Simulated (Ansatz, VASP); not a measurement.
## Al3In3GaB3N10: VASP beside Ansatz

```xyz
20
Lattice="2.3250 2.5087 4.5440 -2.1277 -2.3080 4.3450 6.4072 -4.4453 2.2699" Properties=species:S:1:pos:R:3 pbc="T T T"
B     3.9629   -2.5608    2.0554
B     2.6794   -1.9104    4.1992
B     4.0689   -2.4378    6.3301
N     3.6479   -2.9400    7.6018
N     5.1651   -3.0801    5.5462
N     5.2558   -3.1368   10.1552
N     5.1820   -5.5423    7.8604
N     1.1581   -0.8948    8.0549
N     3.3559   -1.3535    5.4672
N     1.2896   -3.7800    5.5821
N     3.4456   -2.8986    3.3796
N     7.5469   -2.8962    8.0951
N     1.4566   -1.2676    3.6821
Al    4.0081   -4.3251    4.5095
Al    6.3529   -1.9581    4.4922
Al    6.2494   -4.3396    2.3996
Ga    2.4743   -2.0634    8.8322
In    0.3168   -2.2238    6.5625
In    6.4893   -4.2287    6.7814
In    2.5289    0.1886    6.7993
```

Alike in both runs: functional PBE; k mesh 3 × 4 × 3; occupations gaussian, width 0.1 eV; no spin polarisation.

Ansatz relaxed the structure, and its values are those at the end. VASP's run is a single point on that final structure, the one shown.

|  | VASP | Ansatz |
| --- | --- | --- |
| version | VASP 6.6.1 | Ansatz 0.2.0 |
| potentials or method | VASP PAW PBE potentials, release 64 (B, N, Al, Ga_d, In_d), cutoff 520 eV | scalar-relativistic, plane waves, PAW |
| valence electrons in the cell | 120 | 120 |

```csv
,VASP,Ansatz,Ansatz less VASP
gap on the k mesh at the Fermi level (eV),1.41,1.41,-0.001
least direct gap on the mesh (eV),1.48,1.48,+0.001
pressure (GPa),0.0,0.0,-0.01
rms of the force components (eV/Å),0.012,0.004,-0.0083
```

With one functional, cell and mesh, what is left measures potentials, basis and numerics.
